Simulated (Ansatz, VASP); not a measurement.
## GaB in VASP and in Ansatz

INCAR

```
SYSTEM = GaB
PREC = Accurate ; ENCUT = 500
EDIFF = 1E-6 ; ISMEAR = 0
SIGMA = 0.1 ; LREAL = .FALSE.
LASPH = .TRUE. ; NELM = 120
ALGO = Normal ; ISIF = 2
LWAVE = .FALSE. ; LCHARG = .FALSE.
GGA = PE ; NBANDS = 15
GGA_COMPAT = .FALSE.
```

Contents of KPOINTS:

```
Automatic mesh
0
G
  6 6 6
  0 0 0
```

POSCAR

```
GaB
1.0
    2.9120589862      0.0000000000      0.0000000000
    0.0000000000      2.9120589862      0.0000000000
    0.0000000000      0.0000000000      2.9120589862
Ga B
1 1
Direct
    0.0000000000      0.0000000000      0.0000000000
    0.5000000000      0.5000000000      0.5000000000
```

Input for Ansatz:

```yaml
crystal:
  lattice:
    - [2.9120589862, 0.0, 0.0]
    - [0.0, 2.9120589862, 0.0]
    - [0.0, 0.0, 2.9120589862]
  atoms:
    - { symbol: Ga, position: [0.0, 0.0, 0.0] }
    - { symbol: B, position: [0.5, 0.5, 0.5] }
basis:
  ecutwfc: 420
kpoints:
  mp_grid: { grid: [6, 6, 6] }
hamiltonian:
  xc: pbe
scf:
  occupations: { method: gaussian, width: 0.1 }
  lower_state_search: "off"
output:
  forces: true
  stress: true
  eigenvalues: true
```

Alike in both runs: task single point; functional PBE; k mesh 6 × 6 × 6; occupations gaussian, width 0.1 eV; no spin polarisation.

|  | VASP | Ansatz |
| --- | --- | --- |
| version | VASP 6.6.1 | Ansatz 0.2.0 |
| potentials or method | VASP PAW PBE potentials, release 64 (Ga_d, B), cutoff 500 eV | scalar-relativistic, plane waves, PAW |
| valence electrons in the cell | 16 | 16 |

|  | VASP | Ansatz | Ansatz less VASP |
| --- | --- | --- | --- |
| gap on the k mesh at the Fermi level (eV) | none | none | - |
| pressure (GPa) | -1.0 | -1.3 | -0.32 |

A gap of «none» marks a metal or a gap that the smearing closes. The functional is the same, so the differences come from potentials, cutoffs and numerics.
